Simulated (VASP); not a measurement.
Here is a VASP 6.6.1 calculation.

Contents of INCAR:

```
SYSTEM = HfN
PREC = Accurate
ENCUT = 600
EDIFF = 1E-6
ISMEAR = 0
SIGMA = 0.05
LREAL = .False.
LASPH = .True.
NELM = 120
ALGO = Normal
ISIF = 2
LWAVE = .False.
LCHARG = .True.
GGA = PE
LELF = .True.
LVHAR = .True.
NBANDS = 14
GGA_COMPAT = .False.
```

Contents of KPOINTS:

```
Automatic mesh
0
Gamma
  14 14 12
  0 0 0
```

Contents of POSCAR:

```
HfN
1.0
    3.2067118609      0.0000000000      0.0000000000
   -1.6033559304      2.7770939342      0.0000000000
    0.0000000000      0.0000000000      2.9926842848
Hf N
1 1
Direct
    0.0000000000      0.0000000000      0.0000000000
    0.6666666667      0.3333333333      0.5000000000
```

Potentials or basis: VASP PAW PBE potentials, release 64 (Hf_pv, N).

Launch:

```bash
$ cat potpaw_PBE.64/Hf_pv/POTCAR potpaw_PBE.64/N/POTCAR > POTCAR
$ mpirun -np 1 vasp_std > vasp.out
```

Q: Predict the pressure.

A: -20.1 GPa.

Q: Predict the band gap on the k mesh.

A: Zero (an odd number of electrons rules out a gap without spin polarisation).

Stress tensor (GPa, compression positive):
```
-19.95   0.00   0.00
  0.00 -19.95   0.00
  0.00   0.00 -20.33
```

Caveat: the cell stands under tension; spin-orbit coupling is left out, which moves the levels of the heavy elements.
